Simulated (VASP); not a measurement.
A run of VASP 6.6.1 is set up as follows.

File INCAR:

```
SYSTEM = K2S
PREC     = Accurate       ! precision mode
ENCUT    = 500            ! plane-wave cutoff, eV
EDIFF    = 1E-6           ! SCF threshold, eV
ISMEAR   = 0              ! smearing method
SIGMA    = 0.01           ! smearing width, eV
LREAL    = .False.        ! projectors in reciprocal space
LASPH    = .True.         ! aspherical terms in the spheres
NELM     = 120            ! most SCF steps
ALGO     = Normal         ! electronic algorithm
ISIF     = 2              ! what is computed and relaxed
LWAVE    = .False.        ! write WAVECAR
LCHARG   = .False.        ! write CHGCAR
GGA      = PE             ! functional
NBANDS   = 19             ! bands
GGA_COMPAT= .False.
```

Contents of KPOINTS:

```
Automatic mesh
0
Gamma
  4 4 4
  0 0 0
```

The input POSCAR:

```
K2S
1.0
    0.0000000000      3.6623547168      3.6623547168
    3.6623547168      0.0000000000      3.6623547168
    3.6623547168      3.6623547168      0.0000000000
K S
2 1
Direct
    0.2500000000      0.2500000000      0.2500000000
    0.7500000000      0.7500000000      0.7500000000
    0.0000000000      0.0000000000      0.0000000000
```

Potentials or basis: VASP PAW PBE potentials, release 64 (K_sv, S).

Run with:

```bash
$ cat potpaw_PBE.64/K_sv/POTCAR potpaw_PBE.64/S/POTCAR > POTCAR
$ mpirun -np 1 vasp_std > vasp.out
```

(1) Predict the band gap on the k mesh.

(2) Predict the pressure.

## Answers

(1) 2.46 eV, indirect (least direct gap 2.69 eV).

(2) 1.2 GPa.
